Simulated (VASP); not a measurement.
**Pt: single point with PBE**

The system is Pt.

```xyz
1
Lattice="-1.5209 1.5209 1.5209 1.5209 -1.5209 1.5209 1.5209 1.5209 -1.5209" Properties=species:S:1:pos:R:3 pbc="T T T"
Pt    0.0000    0.0000    0.0000
```

This cell differs from its parent crystal: strain -0.040 along x and y, -0.040 along z.

```json
{
 "Program": "VASP 6.6.1",
 "Task": "single point",
 "Functional": "PBE",
 "Potentials or basis": "VASP PAW PBE potentials, release 64 (Pt)",
 "Cutoff": "520 eV",
 "k mesh": "22 × 22 × 22",
 "Occupations": "gaussian, width 0.15 eV",
 "Spin": "no spin polarisation",
 "Dipole correction": "no",
 "Further INCAR settings": "ALGO = Normal; EDIFF = 1e-06; NBANDS = 11"
}
```

| Quantity | Value |
| --- | --- |
| Pressure | 38.0 GPa |
| Band gap on the k mesh | zero (bands 5 and 6 overlap by 2.66 eV) |

Levels at points of the mesh, in eV from the Fermi level:
```tsv
k point	band 2	band 3	band 4	band 5	band 6	band 7	band 8	band 9
(0.00, 0.00, 0.00)	-4.12	-4.12	-4.12	-1.18	-1.18	17.04	17.04	17.04
(0.50, 0.00, 0.00)	-5.83	-1.36	-0.75	-0.07	1.36	7.40	13.26	16.90
(0.50, 0.50, 0.50)	-7.28	0.71	0.71	0.71	7.98	7.98	7.98	14.60
```

It took 60 s on 1 thread of Intel Xeon 8259CL (shared host), peak memory 0.16 GiB.

Caveat: the cell differs from its parent crystal (strain -0.040 along x and y, -0.040 along z); the cell stands under pressure; spin-orbit coupling is left out, which moves the levels of the heavy elements.
